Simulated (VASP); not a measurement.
# Mg2ZnO3 (P1) in VASP: single point with LDA

Aim: the single point of Mg2ZnO3 with LDA.

Everything below comes from runs of VASP 6.6.1. Logs are shortened: lines on timing, memory, paths and dates and some standing lists are left out, and cuts for length are marked.

## Step 1: The cell of the first run

The typed cell holds 6 atoms: a = 3.033 Å, b = 3.033 Å, c = 7.403 Å, α = 90.00°, β = 90.00°, γ = 120.00°.

## Step 2: Single point, LDA

Contents of INCAR:

```
  ALGO = Normal
  EDIFF = 1E-6
  ENCUT = 520
  GGA = CA
  ISIF = 2
  ISMEAR = 0
  LASPH = True
  LCHARG = False
  LREAL = False
  LWAVE = False
  NBANDS = 26
  NELM = 80
  PREC = Accurate
  SIGMA = 0.05
```

Contents of KPOINTS:

```
k-points
0
Gamma
  9 9 4
```

Contents of POSCAR:

```
Mg2ZnO3
1.0
    3.0329985910      0.0000000000      0.0000000000
   -1.5164992955      2.6266538294      0.0000000000
    0.0000000000      0.0000000000      7.4033160000
Mg Zn O
2 1 3
Direct
    0.3333333300      0.6666666700      0.6658000000
    0.6666666700      0.3333333300      0.3342000000
    0.0000000000      0.0000000000      0.0000000000
    0.3384584859      0.6199996350      0.1719531668
    0.6666666700      0.3333333300      0.8273810000
    0.0000000000      0.0000000000      0.5000000000
```

Potentials or basis: VASP PAW LDA potentials, release 64 (Mg, Zn, O).

The run is started by

```console
$ cat potpaw_LDA.64/Mg/POTCAR potpaw_LDA.64/Zn/POTCAR potpaw_LDA.64/O/POTCAR > POTCAR
$ mpirun -np 1 vasp_std > vasp.out
```

OUTCAR:

```text
EDIFF = 1E-6
   ENCUT = 520
   GGA = CA
   ISIF = 2
   ISMEAR = 0
   LASPH = True
   LREAL = False
   NELM = 80
   PREC = Accurate

 ion  position               nearest neighbor table
   1  0.333  0.667  0.666-   5 2.12   5 2.12   5 2.12   6 2.14   6 2.14   6 2.14   2 3.02   2 3.02
                             2 3.02   3 3.03   3 3.03   3 3.03
   2  0.667  0.333  0.334-   4 2.01   6 2.14   6 2.14   6 2.14   4 2.14   4 2.23   1 3.02   1 3.02
                             1 3.02   3 3.03   3 3.03   3 3.03
   3  0.000  0.000  0.000-   4 2.07   4 2.16   5 2.17   5 2.17   5 2.17   4 2.28   1 3.03   2 3.03
                             1 3.03   2 3.03   1 3.03   2 3.03
   4  0.338  0.620  0.172-   2 2.01   3 2.07   2 2.14   3 2.16   2 2.23   3 2.28
   5  0.667  0.333  0.827-   1 2.12   1 2.12   1 2.12   3 2.17   3 2.17   3 2.17
   6  0.000  0.000  0.500-   1 2.14   2 2.14   1 2.14   2 2.14   2 2.14   1 2.14

  LATTYP: Found a hexagonal cell.
 ALAT       =     3.0329985910
 C/A-ratio  =     2.4409229935

  Lattice vectors:

 A1 = (   3.0329985910,   0.0000000000,   0.0000000000)
 A2 = (  -1.5164992955,   2.6266538294,   0.0000000000)
 A3 = (   0.0000000000,   0.0000000000,   7.4033160000)

Analysis of symmetry for initial positions (statically):
=====================================================================
 Subroutine PRICEL returns:
 Original cell was already a primitive cell.

 Routine SETGRP: Setting up the symmetry group for a
 hexagonal supercell.

 Subroutine GETGRP returns: Found  1 space group operations
 (whereof  1 operations were pure point group operations)
 out of a pool of 24 trial point group operations.

The static configuration has the point symmetry C_1 .

Analysis of symmetry for dynamics (positions and initial velocities):
=====================================================================
 Subroutine PRICEL returns:
 Original cell was already a primitive cell.

 Routine SETGRP: Setting up the symmetry group for a
 hexagonal supercell.

 Subroutine GETGRP returns: Found  1 space group operations
 (whereof  1 operations were pure point group operations)
 out of a pool of 24 trial point group operations.

The dynamic configuration has the point symmetry C_1 .

 Subroutine INISYM returns: Found  1 space group operations
 (whereof  1 operations are pure point group operations),
 and found     1 'primitive' translations

----------------------------------------------------------------------------------------

[... 98 lines left out ...]
   ENCUT  =  520.0 eV  38.22 Ry    6.18 a.u.   5.64  5.64 13.77*2*pi/ulx,y,z
   NELM   =     80;   NELMIN=  2; NELMDL= -5     # of ELM steps
   EDIFF  = 0.1E-05   stopping-criterion for ELM
   LREAL  =      F    real-space projection
   EDIFFG = 0.1E-04   stopping-criterion for IOM
   NSW    =      0    number of steps for IOM
   IBRION =     -1    ionic relax: 0-MD 1-quasi-New 2-CG
   NFREE  =      0    steps in history (QN), initial steepest desc. (CG)
   ISIF   =      2    stress and relaxation
   ISYM   =      2    0-nonsym 1-usesym 2-fastsym
   POTIM  = 0.5000    time-step for ionic-motion
   TEBEG  =    0.0;   TEEND  =   0.0 temperature during run
   PSTRESS=    0.0 pullay stress
   NELECT =      34.0000    total number of electrons
   NUPDOWN=      -1.0000    fix difference up-down
   EMIN   =  10.00;   EMAX   =-10.00  energy-range for DOS
   EFERMI =   0.00;   METHOD = LEGACY
   ISMEAR =     0;   SIGMA  =   0.05  broadening in eV -4-tet -1-fermi 0-gaus
   EFERMI_NEDOS =   21; number of points for ismear=-14 and -15
   IALGO  =     38    algorithm
   IMIX   =      4    mixing-type and parameters
     AMIX     =   0.40;   BMIX     =  1.00
     AMIX_MAG =   1.60;   BMIX_MAG =  1.00
  volume/ion in A,a.u.               =       9.83        66.34
  Fermi-wavevector in a.u.,A,eV,Ry     =   1.362492  2.574737 25.257651  1.856385
  Thomas-Fermi vector in A             =   2.488977
   LORBIT       =      0    0 simple, 1 ext, 2 COOP (PROOUT), +10 PAW based schemes
   GGA     = CA    functional components
   LHFCALC =     F    Hartree Fock is set to
   AEXX    =    0.0000 exact exchange contribution
   IVDW    =     0    specifies the selected vdW correction
   LEPSILON=     F    determine dielectric tensor
   LRPA    =     F    only Hartree local field effects (RPA)
 non-spin polarized calculation
 Gauss-broadening in eV      SIGMA  =   0.05
  energy-cutoff  :      520.00
  volume of cell :       58.98
 maximum number of plane-waves:      1612
   NGX = 11   NGY = 11   NGZ = 27

 number of electron      34.0000016 magnetization

 Free energy of the ion-electron system (eV)
  ---------------------------------------------------
  ext. energy  EPLUGINS =         0.00000000
  ---------------------------------------------------
  free energy    TOTEN  =       -37.12045637 eV

  energy without entropy =      -37.12045637  energy(sigma->0) =      -37.12045637

 E-fermi :   2.8325     XC(G=0): -11.8236

 val. band max:        2.5876030594   @ k =   0.0000   0.0000   0.5000
 cond. band min:       5.3233386135   @ k =   0.0000   0.0000   0.0000
 fundamental gap:      2.7357355541
 Fermi energy:         2.8325132334

 k-point     1 :       0.0000    0.0000    0.0000
  band No.  band energies     occupation
      1     -14.8133      2.00000
      2     -13.9559      2.00000
      3     -13.7448      2.00000
      4      -3.0831      2.00000
      5      -2.3429      2.00000
      6      -2.2938      2.00000
[... 685 lines left out ...]
     25      14.3965      0.00000
     26      15.6747      0.00000

 [... further k-points ...]
[... 5 lines left out ...]
  --------------------------------------------------------------------------------------
  -------------------------------------------------------------------------------------
  Total       -4.4027372     -4.5961896     -4.4910258     -0.1677486     -0.3104656      0.3709403
  in kB     -119.6002292   -124.8553562   -121.9985865     -4.5568864     -8.4337879     10.0765826
  external PRESSURE =    -122.1513907 kB  Pullay stress =       0.0000000 kB

 VOLUME and BASIS-vectors are now :
 -----------------------------------------------------------------------------
  energy-cutoff  :      520.00
  volume of cell :       58.98
      direct lattice vectors                 reciprocal lattice vectors
     3.032998591  0.000000000  0.000000000     0.329706714  0.190356260  0.000000000
    -1.516499296  2.626653829  0.000000000     0.000000000  0.380712521  0.000000000
     0.000000000  0.000000000  7.403316000     0.000000000  0.000000000  0.135074607

 POSITION                                       TOTAL-FORCE (eV/Angst)
 -----------------------------------------------------------------------------------
     -0.00000      1.75110      4.92913         0.003078     -0.004929      0.047527
      1.51650      0.87555      2.47419         0.289495     -0.242217      0.081653
      0.00000      0.00000      0.00000         0.004545     -0.118716     -0.091750
      0.08632      1.62852      1.27302        -0.348530      0.423684     -0.133825
      1.51650      0.87555      6.12536         0.018593      0.006063      0.113523
      0.00000      0.00000      3.70166         0.032820     -0.063885     -0.017129
 -----------------------------------------------------------------------------------
    total drift:                               -0.000321      0.000286      0.000010

  FREE ENERGIE OF THE ION-ELECTRON SYSTEM (eV)
  ---------------------------------------------------
  free  energy   TOTEN  =       -37.1204563706 eV

  energy  without entropy=      -37.1204563706  energy(sigma->0) =      -37.12045637
```

OSZICAR:

```text
N       E                     dE             d eps       ncg     rms          rms(c)
DAV:   1     0.263930106235E+03    0.26393E+03   -0.16788E+04  8524   0.152E+03
DAV:   2    -0.132810962898E+02   -0.27721E+03   -0.25333E+03  9138   0.356E+02
DAV:   3    -0.414965233401E+02   -0.28215E+02   -0.27886E+02 10304   0.118E+02
DAV:   4    -0.419795441970E+02   -0.48302E+00   -0.48204E+00  9728   0.158E+01
DAV:   5    -0.419827471670E+02   -0.32030E-02   -0.32025E-02  9796   0.140E+00    0.133E+01
DAV:   6    -0.372031166013E+02    0.47796E+01   -0.12962E+01 12730   0.634E+01    0.702E+00
DAV:   7    -0.372183826847E+02   -0.15266E-01   -0.19157E+00  8964   0.123E+01    0.430E+00
DAV:   8    -0.371469183749E+02    0.71464E-01   -0.43868E-01 10374   0.581E+00    0.112E+00
DAV:   9    -0.371207980361E+02    0.26120E-01   -0.56806E-02 12588   0.318E+00    0.324E-01
DAV:  10    -0.371205501786E+02    0.24786E-03   -0.19878E-02  8852   0.949E-01    0.908E-02
DAV:  11    -0.371204672645E+02    0.82914E-04   -0.40467E-04 11602   0.248E-01    0.332E-02
DAV:  12    -0.371204599159E+02    0.73485E-05   -0.99931E-05 11782   0.200E-01    0.143E-02
DAV:  13    -0.371204565965E+02    0.33195E-05   -0.14863E-05 11672   0.616E-02    0.405E-03
DAV:  14    -0.371204563706E+02    0.22586E-06   -0.20935E-06  8732   0.171E-02
   1 F= -.37120456E+02 E0= -.37120456E+02  d E =-.331397E-14
```

stdout:

```text
POSCAR found type information on POSCAR MgZnO
 POSCAR found :  3 types and       6 ions
 scaLAPACK will be used
 LDA part: xc-table for (Slater(with rela. corr.)+CA(PZ))
 , standard interpolation
 POSCAR, INCAR and KPOINTS ok, starting setup
 FFT: planning ... GRIDC
 FFT: planning ... GRID_SOFT
 FFT: planning ... GRID
 WAVECAR not read
 entering main loop
```

Run time: 3.9 min. Hardware: 1 thread of Intel Xeon 8259CL, shared host; peak memory 0.34 GiB.

What came out:

- Free energy: -37.1205 eV
- Pressure: -12.2 GPa
- Largest force: 0.565 eV/Å
- Band gap on the k mesh: 2.74 eV (least direct gap 2.82 eV)

Forces on the atoms (eV/Å):
```
Mg   0.003 -0.005  0.048
Mg   0.289 -0.242  0.082
Zn   0.005 -0.119 -0.092
O   -0.349  0.424 -0.134
O    0.019  0.006  0.114
O    0.033 -0.064 -0.017
```

Caveat: the cell stands under tension. A k mesh can miss the band edges.
